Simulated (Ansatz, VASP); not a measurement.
AlIn2Sb2As: VASP beside Ansatz

```xyz
6
Lattice="5.7049 0.0000 0.0000 0.0000 5.7049 0.0000 0.0000 0.0000 5.5173" Properties=species:S:1:pos:R:3 pbc="T T T"
Al    2.8524    2.8524    0.0000
In    0.0000    2.8524    0.0000
In    2.8524    0.0000    0.0000
Sb    0.0000    0.0000    1.4108
Sb    0.0000    0.0000    4.1066
As    2.8524    2.8524    2.7587
```

Change from the starting cell: species swapped into the Sr2CuSeO2 type (P4/mmm, No. 123).

Alike in both runs: functional PBE; k mesh 4 × 4 × 4; occupations gaussian, width 0.1 eV; no spin polarisation.

Ansatz relaxed the structure, and its values are those at the end. VASP's run is a single point on that final structure, the one shown.

|  | VASP | Ansatz |
| --- | --- | --- |
| version | VASP 6.6.1 | Ansatz 0.2.0 |
| potentials or method | VASP PAW PBE potentials, release 64 (Al, In_d, Sb, As), cutoff 520 eV | scalar-relativistic, plane waves, PAW |
| valence electrons in the cell | 44 | 74 |

|  | VASP | Ansatz | Ansatz less VASP |
| --- | --- | --- | --- |
| gap on the k mesh at the Fermi level (eV) | none | none | - |
| pressure (GPa) | 0.0 | 0.0 | 0.00 |
| rms of the force components (eV/Å) | 0.017 | 0.013 | -0.0041 |

A gap of «none» marks a metal or a gap that the smearing closes. VASP's potentials hold 44 valence electrons a cell and Ansatz's 74, so a difference there can come from the potentials and not from the codes.

Neither program's run includes spin-orbit coupling.
